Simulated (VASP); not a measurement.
A run of VASP 6.6.1 is set up as follows.

File INCAR:

```
  PREC = Accurate
  ENCUT = 520
  EDIFF = 1E-7
  ISMEAR = 0
  SIGMA = 0.1
  LREAL = False
  LASPH = True
  NELM = 100
  ALGO = Fast
  ISIF = 2
  LWAVE = False
  LCHARG = True
  GGA = PE
  LELF = True
  LVHAR = True
  NBANDS = 41
```

File KPOINTS:

```
Automatic mesh
0
Gamma
  4 4 4
```

The input POSCAR:

```
Ag2Pt
1.0
    0.0000000000      3.7500875657      3.7500875657
    3.7500875657      0.0000000000      3.7500875657
    3.7500875657      3.7500875657      0.0000000000
Ag Pt
4 2
Direct
    0.6250000000      0.6250000000      0.6250000000
    0.1250000000      0.6250000000      0.6250000000
    0.6250000000      0.6250000000      0.1250000000
    0.6250000000      0.1250000000      0.6250000000
    0.0000000000      0.0000000000      0.0000000000
    0.2500000000      0.2500000000      0.2500000000
```

Potentials or basis: VASP PAW PBE potentials, release 64 (Ag, Pt).

Command:

```bash
$ cat potpaw_PBE.64/Ag/POTCAR potpaw_PBE.64/Pt/POTCAR > POTCAR
$ mpirun -np 1 vasp_std > vasp.out
```

Question: Estimate the pressure.

Answer: -0.5 GPa.

Question: Estimate the band gap on the k mesh.

Answer: Zero (bands 32 and 33 overlap by 1.29 eV).

Caveat: the k points lie up to 0.36 Å⁻¹ apart, too coarse for converged energies and pressures of a metal; spin-orbit coupling is left out, which moves the levels of the heavy elements.
